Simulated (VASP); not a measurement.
# SrOs (P4/mmm) in VASP: further runs

Runs on SrOs. Level: PBE. Tasks: relaxation of cell and atoms.

Program: VASP 6.6.1. These are calculated values, not measurements. Logs are shortened: lines on timing, memory, paths and dates and some standing lists are left out, and cuts for length are marked.

**1. The cell of the first run**

It takes space group P4/mmm (No. 123, tetragonal). Conventional cell: a = 2.996 Å, b = 2.996 Å, c = 4.813 Å, α = 90.00°, β = 90.00°, γ = 90.00°. Within 3.9 Å of Sr (site symmetry 4/mmm) lie 4 Sr at 3.00 Å and 8 Os at 3.21 Å. Within 3.9 Å of Os (site symmetry 4/mmm) lie 4 Os at 3.00 Å and 8 Sr at 3.21 Å.

**2. Relaxation of cell and atoms, PBE**

INCAR reads:

```
  PREC = Accurate
  ENCUT = 600
  EDIFF = 1E-7
  ISMEAR = 0
  SIGMA = 0.1
  LREAL = False
  LASPH = True
  NELM = 60
  ALGO = Fast
  ISIF = 3
  LWAVE = False
  LCHARG = False
  GGA = PE
  IBRION = 2
  NSW = 100
  EDIFFG = -0.01
```

KPOINTS reads:

```
regular mesh
0
Gamma
  18 18 12
```

POSCAR reads:

```
SrOs
1.0
    2.9956672751      0.0000000000      0.0000000000
    0.0000000000      2.9956672751      0.0000000000
    0.0000000000      0.0000000000      4.8129818131
Sr Os
1 1
Direct
    0.5000000000      0.5000000000      0.5000000000
    0.0000000000      0.0000000000      0.0000000000
```

Potentials or basis: VASP PAW PBE potentials, release 64 (Sr_sv, Os).

On the command line:

```bash
$ cat potpaw_PBE.64/Sr_sv/POTCAR potpaw_PBE.64/Os/POTCAR > POTCAR
$ mpirun -np 1 vasp_std > vasp.out
```

OUTCAR:

```text
PREC = Accurate
   ENCUT = 600
   EDIFF = 1E-7
   ISMEAR = 0
   LREAL = False
   LASPH = True
   NELM = 60
   ISIF = 3
   GGA = PE
   IBRION = 2
   NSW = 100
   EDIFFG = -0.01

 ion  position               nearest neighbor table
   1  0.500  0.500  0.500-   2 3.21   2 3.21   2 3.21   2 3.21   2 3.21   2 3.21   2 3.21   2 3.21

   2  0.000  0.000  0.000-   1 3.21   1 3.21   1 3.21   1 3.21   1 3.21   1 3.21   1 3.21   1 3.21

  LATTYP: Found a simple tetragonal cell.
 ALAT       =     2.9956672751
 C/A-ratio  =     1.6066476585

  Lattice vectors:

 A1 = (   2.9956672751,   0.0000000000,   0.0000000000)
 A2 = (   0.0000000000,   2.9956672751,   0.0000000000)
 A3 = (   0.0000000000,   0.0000000000,   4.8129818131)

Analysis of symmetry for initial positions (statically):
=====================================================================
 Subroutine PRICEL returns:
 Original cell was already a primitive cell.

 Routine SETGRP: Setting up the symmetry group for a
 simple tetragonal supercell.

 Subroutine GETGRP returns: Found 16 space group operations
 (whereof 16 operations were pure point group operations)
 out of a pool of 16 trial point group operations.

The static configuration has the point symmetry D_4h.

Analysis of symmetry for dynamics (positions and initial velocities):
=====================================================================
 Subroutine PRICEL returns:
 Original cell was already a primitive cell.

 Routine SETGRP: Setting up the symmetry group for a
 simple tetragonal supercell.

 Subroutine GETGRP returns: Found 16 space group operations
 (whereof 16 operations were pure point group operations)
 out of a pool of 16 trial point group operations.

The dynamic configuration has the point symmetry D_4h.

 Subroutine INISYM returns: Found 16 space group operations
 (whereof 16 operations are pure point group operations),
 and found     1 'primitive' translations

----------------------------------------------------------------------------------------

                                     Primitive cell

  volume of cell :      43.1918

  direct lattice vectors                    reciprocal lattice vectors
     2.995667275  0.000000000  0.000000000     0.333815443  0.000000000  0.000000000
     0.000000000  2.995667275  0.000000000     0.000000000  0.333815443  0.000000000
     0.000000000  0.000000000  4.812981813     0.000000000  0.000000000  0.207771406

  length of vectors
     2.995667275  2.995667275  4.812981813     0.333815443  0.333815443  0.207771406

  position of ions in fractional coordinates (direct lattice)
     0.500000000  0.500000000  0.500000000
     0.000000000  0.000000000  0.000000000

  ion indices of the primitive-cell ions
   primitive index   ion index
                 1           1
                 2           2

----------------------------------------------------------------------------------------

 KPOINTS: regular mesh

Automatic generation of k-mesh.
 Grid dimensions read from file:
 generate k-points for:   18   18   12

 Generating k-lattice:

  Cartesian coordinates                     Fractional coordinates (reciprocal lattice)
     0.018545302  0.000000000  0.000000000     0.055555556  0.000000000  0.000000000
     0.000000000  0.018545302  0.000000000     0.000000000  0.055555556  0.000000000
     0.000000000  0.000000000  0.017314284     0.000000000  0.000000000  0.083333333

  Length of vectors
     0.018545302  0.018545302  0.017314284

  Shift w.r.t. Gamma in fractional coordinates (k-lattice)
     0.000000000  0.000000000  0.000000000

 Subroutine IBZKPT returns following result:
 ===========================================

 Found    385 irreducible k-points:

 Following reciprocal coordinates:
            Coordinates               Weight
  0.000000  0.000000  0.000000      1.000000
  0.055556  0.000000  0.000000      4.000000
  0.111111  0.000000  0.000000      4.000000
  0.166667  0.000000  0.000000      4.000000
  0.222222  0.000000  0.000000      4.000000
  0.277778  0.000000  0.000000      4.000000
[... 16 lines left out ...]
  0.277778  0.111111  0.000000      8.000000
  0.333333  0.111111  0.000000      8.000000
 [... further k-points ...]
   k-points           NKPTS =    385   k-points in BZ     NKDIM =    385   number of bands    NBANDS=     13
   number of dos      NEDOS =    301   number of ions     NIONS =      2
   total plane-waves  NPLWV =  23040
   dimension x,y,z NGX =    24 NGY =   24 NGZ =   40
   dimension x,y,z NGXF=    48 NGYF=   48 NGZF=   80
   ions per type =               1   1
   NGX,Y,Z   is equivalent  to a cutoff of  13.32, 13.32, 13.82 a.u.
   NGXF,Y,Z  is equivalent  to a cutoff of  26.64, 26.64, 27.63 a.u.
 SYSTEM =  unknown system
   PREC   = accura    normal or accurate (medium, high low for compatibility)
   ISTART =      0    job   : 0-new  1-cont  2-samecut
   ICHARG =      2    charge: 1-file 2-atom 10-const
   ISPIN  =      1    spin polarized calculation?
   LNONCOLLINEAR =      F non collinear calculations
   LSORBIT =      F    spin-orbit coupling
   LASPH  =      T    aspherical Exc in radial PAW
   ENCUT  =  600.0 eV  44.10 Ry    6.64 a.u.   5.98  5.98  9.61*2*pi/ulx,y,z
   NELM   =     60;   NELMIN=  2; NELMDL= -5     # of ELM steps
   EDIFF  = 0.1E-06   stopping-criterion for ELM
   LREAL  =      F    real-space projection
   EDIFFG = -.1E-01   stopping-criterion for IOM
   NSW    =    100    number of steps for IOM
   IBRION =      2    ionic relax: 0-MD 1-quasi-New 2-CG
   NFREE  =      1    steps in history (QN), initial steepest desc. (CG)
   ISIF   =      3    stress and relaxation
   ISYM   =      2    0-nonsym 1-usesym 2-fastsym
   POTIM  = 0.5000    time-step for ionic-motion
   TEBEG  =    0.0;   TEEND  =   0.0 temperature during run
   PSTRESS=    0.0 pullay stress
   NELECT =      18.0000    total number of electrons
   NUPDOWN=      -1.0000    fix difference up-down
   EMIN   =  10.00;   EMAX   =-10.00  energy-range for DOS
   EFERMI =   0.00;   METHOD = LEGACY
   ISMEAR =     0;   SIGMA  =   0.10  broadening in eV -4-tet -1-fermi 0-gaus
   EFERMI_NEDOS =   21; number of points for ismear=-14 and -15
   IALGO  =     68    algorithm
   IMIX   =      4    mixing-type and parameters
     AMIX     =   0.40;   BMIX     =  1.00
     AMIX_MAG =   1.60;   BMIX_MAG =  1.00
  volume/ion in A,a.u.               =      21.60       145.74
  Fermi-wavevector in a.u.,A,eV,Ry     =   1.222828  2.310809 20.344889  1.495307
  Thomas-Fermi vector in A             =   2.357960
   LORBIT       =      0    0 simple, 1 ext, 2 COOP (PROOUT), +10 PAW based schemes
   GGA     = PE    functional components
   LHFCALC =     F    Hartree Fock is set to
   AEXX    =    0.0000 exact exchange contribution
   IVDW    =     0    specifies the selected vdW correction
   LEPSILON=     F    determine dielectric tensor
   LRPA    =     F    only Hartree local field effects (RPA)
 conjugate gradient relaxation of ions
 non-spin polarized calculation
 RMM-DIIS sequential band-by-band and
 Gauss-broadening in eV      SIGMA  =   0.10
  energy-cutoff  :      600.00
  volume of cell :       43.19
 maximum number of plane-waves:      1472
 NGX is ok and might be reduce to    24
   NGX = 11   NGY = 11   NGZ = 19

--------------------------------------- Ionic step        1  -------------------------------------------

 number of electron      18.0000001 magnetization

 Free energy of the ion-electron system (eV)
  ---------------------------------------------------
  ext. energy  EPLUGINS =         0.00000000
  ---------------------------------------------------
  free energy    TOTEN  =       -10.52115470 eV

  energy without entropy =      -10.50337217  energy(sigma->0) =      -10.51226343

------------------------ aborting loop because EDIFF is reached ----------------------------------------

  FORCE on cell =-STRESS in cart. coord.  units (eV):
  Direction    XX          YY          ZZ          XY          YZ          ZX
  --------------------------------------------------------------------------------------
  -------------------------------------------------------------------------------------
  Total        0.1902688      0.1902688     -0.0089834      0.0000000      0.0000000      0.0000000
  in kB        7.0579198      7.0579198     -0.3332360      0.0000000      0.0000000      0.0000000
  external PRESSURE =       4.5942012 kB  Pullay stress =       0.0000000 kB
[... 129 lines left out ...]
  energy  without entropy=      -10.5047070339  energy(sigma->0) =      -10.51369444

--------------------------------------- Ionic step        5  -------------------------------------------

 number of electron      18.0000000 magnetization

 Free energy of the ion-electron system (eV)
  ---------------------------------------------------
  ext. energy  EPLUGINS =         0.00000000
  ---------------------------------------------------
  free energy    TOTEN  =       -10.52273928 eV

  energy without entropy =      -10.50474241  energy(sigma->0) =      -10.51374085

 E-fermi :   4.8434     XC(G=0): -11.1326

 val. band max:        4.8416652621   @ k =   0.2778   0.0556   0.0833
 cond. band min:       4.8446514831   @ k =   0.2778   0.1111   0.0833
 fundamental gap:      0.0029862210
 Fermi energy:         4.8433877237

 k-point     1 :       0.0000    0.0000    0.0000
  band No.  band energies     occupation
      1     -30.3462      2.00000
      2     -12.2595      2.00000
      3     -11.4894      2.00000
      4     -11.4894      2.00000
      5      -1.2389      2.00000
      6       1.7834      2.00000
      7       1.8571      2.00000
      8       4.7509      1.80902
      9       4.7509      1.80902
     10       5.9801      0.00000
     11       6.5262      0.00000
     12       7.5263      0.00000
     13       7.9368      0.00000
[... 353 lines left out ...]
 k-point    24 :       0.3333    0.1111    0.0000
  band No.  band energies     occupation
      1     -30.1025      2.00000
      2     -13.1003      2.00000
      3     -12.0104      2.00000
      4     -11.5954      2.00000
      5       1.1742      2.00000
      6       2.8945      2.00000
      7       3.3246      2.00000
      8       3.5194      2.00000
      9       4.3683      2.00000
     10       4.7848      1.59276
     11       6.5279      0.00000
     12       7.6132      0.00000
     13       9.1893      0.00000

 [... further k-points ...]

------------------------ aborting loop because EDIFF is reached ----------------------------------------

  FORCE on cell =-STRESS in cart. coord.  units (eV):
  Direction    XX          YY          ZZ          XY          YZ          ZX
  --------------------------------------------------------------------------------------
  -------------------------------------------------------------------------------------
  Total       -0.0062021     -0.0062021     -0.0068933      0.0000000      0.0000000      0.0000000
  in kB       -0.2278990     -0.2278990     -0.2532984      0.0000000      0.0000000      0.0000000
  external PRESSURE =      -0.2363655 kB  Pullay stress =       0.0000000 kB
[... 17 lines left out ...]
  FREE ENERGIE OF THE ION-ELECTRON SYSTEM (eV)
  ---------------------------------------------------
  free  energy   TOTEN  =       -10.5227392829 eV

  energy  without entropy=      -10.5047424076  energy(sigma->0) =      -10.51374085

 reached required accuracy - stopping structural energy minimisation
```

Run time: 5.9 min. Hardware: 1 thread of AMD EPYC 9R45 (Zen 5), shared host; peak memory 0.42 GiB.

Results:

```yaml
Free_energy: -10.5227 eV
Relaxed_volume: 21.80 Å³/atom
Relaxed_cell: a = 3.021 Å, b = 3.021 Å, c = 4.778 Å, α = 90.00°, β = 90.00°, γ = 90.00°
Space_group_after_relaxing_to_0.1_Å: P4/mmm (No. 123)
Energy_gained_by_relaxing: 0.8 meV/atom
Ionic_steps: 5
Pressure_after_relaxing: 0.0 GPa
Band_gap_on_the_k_mesh: zero (bands 9 and 10 overlap by 2.91 eV)
```

The path:
| step | energy change (eV) | largest force (eV/Å) | pressure (GPa) | volume (Å³) |
| --- | --- | --- | --- | --- |
| 1 | 0.0000 | 0.0000 | 0.46 | 43.19 |
| 2 | -0.0009 | 0.0000 | -0.20 | 43.58 |
| 3 | -0.0009 | 0.0000 | -0.26 | 43.61 |
| 4 | -0.0015 | 0.0000 | -0.09 | 43.61 |
| 5 | -0.0016 | 0.0000 | -0.02 | 43.60 |

Final structure:
```
Sr Os
1.0
     3.02084    0.00000    0.00000
     0.00000    3.02084    0.00000
     0.00000    0.00000    4.77804
Sr Os
1 1
Cartesian
  1.5104 1.5104 2.3890
  0.0000 0.0000 0.0000
```

Levels at points of the mesh, in eV from the Fermi level:
| k point | band 7 | band 8 | band 9 | band 10 | band 11 | band 12 |
| --- | --- | --- | --- | --- | --- | --- |
| (0.00, 0.00, 0.00) | -2.99 | -0.09 | -0.09 | 1.14 | 1.68 | 2.68 |
| (0.50, 0.00, 0.00) | -1.32 | -0.73 | -0.30 | 0.27 | 0.41 | 2.14 |
| (0.50, 0.50, 0.00) | -2.63 | -2.63 | 2.35 | 2.86 | 4.02 | 4.02 |
| (0.00, 0.00, 0.50) | -2.12 | -1.18 | 0.22 | 0.22 | 1.15 | 1.19 |
| (0.50, 0.00, 0.50) | -1.57 | -0.46 | 0.14 | 1.33 | 2.51 | 2.97 |
| (0.50, 0.50, 0.50) | -1.55 | -1.43 | -0.65 | 0.84 | 0.84 | 2.35 |

Caveat: spin-orbit coupling is left out, which moves the levels of the heavy elements.

**3. Relaxation of cell and atoms, PBE**

This run uses another cell than the first one, of 24.02 Å³/atom.

INCAR reads:

```
ALGO = Fast
EDIFF = 1E-7
EDIFFG = -0.01
ENCUT = 600
GGA = PE
IBRION = 2
ISIF = 3
ISMEAR = 0
LASPH = True
LCHARG = False
LREAL = False
LWAVE = False
NELM = 100
NSW = 100
PREC = Accurate
SIGMA = 0.1
```

KPOINTS reads:

```
k-points
0
Gamma
  16 16 14
```

POSCAR reads:

```
SrOs
1.0
    3.3217108129      0.0000000000      0.0000000000
    0.0000000000      3.3217108129      0.0000000000
    0.0000000000      0.0000000000      4.3538138154
Sr Os
1 1
Direct
    0.5000000000      0.5000000000      0.5000000000
    0.0000000000      0.0000000000      0.0000000000
```

Potentials or basis: VASP PAW PBE potentials, release 64 (Sr_sv, Os).

On the command line:

```bash
$ cat potpaw_PBE.64/Sr_sv/POTCAR potpaw_PBE.64/Os/POTCAR > POTCAR
$ mpirun -np 1 vasp_std > vasp.out
```

Run time: 15 min. Hardware: 1 thread of AMD EPYC 9R45 (Zen 5), shared host; peak memory 0.45 GiB.

The run converged. Its results:

```
Free energy                           : -10.5274 eV
Relaxed volume                        : 21.75 Å³/atom
Relaxed cell                          : a = 3.010 Å, b = 3.010 Å, c = 4.800 Å, α = 90.00°, β = 90.00°, γ = 90.00°
Space group after relaxing (to 0.1 Å) : P4/mmm (No. 123)
Energy gained by relaxing             : 92.1 meV/atom
Ionic steps                           : 9
Pressure after relaxing               : 0.0 GPa
Band gap on the k mesh                : zero (bands 9 and 10 overlap by 2.91 eV)
```

The path:
```tsv
step	energy change (eV)	largest force (eV/Å)	pressure (GPa)	volume (Å³)
1	0.0000	0.0000	-3.01	48.04
2	-0.0832	0.0000	0.61	44.94
3	-0.0966	0.0000	2.96	43.44
4	-0.1498	0.0000	2.00	43.36
5	-0.1827	0.0000	0.64	43.05
6	-0.1832	0.0000	0.75	43.09
7	-0.1832	0.0000	0.72	43.08
8	-0.1841	0.0000	-0.12	43.55
9	-0.1841	0.0000	-0.01	43.50
```

Final structure:
```
Sr Os
1.0
     3.01031    0.00000    0.00000
     0.00000    3.01031    0.00000
     0.00000    0.00000    4.79987
Sr Os
1 1
Direct
  0.50000 0.50000 0.50000
  0.00000 0.00000 0.00000
```

Levels at points of the mesh, in eV from the Fermi level:
| k point | band 5 | band 6 | band 7 | band 8 | band 9 | band 10 | band 11 | band 12 | band 13 |
| --- | --- | --- | --- | --- | --- | --- | --- | --- | --- |
| (0.00, 0.00, 0.00) | -6.12 | -3.08 | -3.02 | -0.09 | -0.09 | 1.15 | 1.62 | 2.59 | 3.02 |
| (0.50, 0.00, 0.00) | -3.17 | -1.81 | -1.33 | -0.74 | -0.31 | 0.20 | 0.41 | 2.11 | 3.53 |
| (0.50, 0.50, 0.00) | -3.42 | -3.33 | -2.66 | -2.66 | 2.38 | 2.81 | 4.05 | 4.05 | 5.85 |
| (0.00, 0.00, 0.50) | -4.75 | -2.87 | -2.15 | -1.21 | 0.22 | 0.22 | 1.15 | 1.17 | 2.79 |
| (0.50, 0.00, 0.50) | -4.08 | -2.87 | -1.62 | -0.46 | 0.15 | 1.31 | 2.46 | 2.97 | 3.01 |
| (0.50, 0.50, 0.50) | -2.84 | -1.58 | -1.58 | -1.48 | -0.67 | 0.83 | 0.83 | 2.38 | 6.25 |

Caveat: spin-orbit coupling is left out, which moves the levels of the heavy elements.
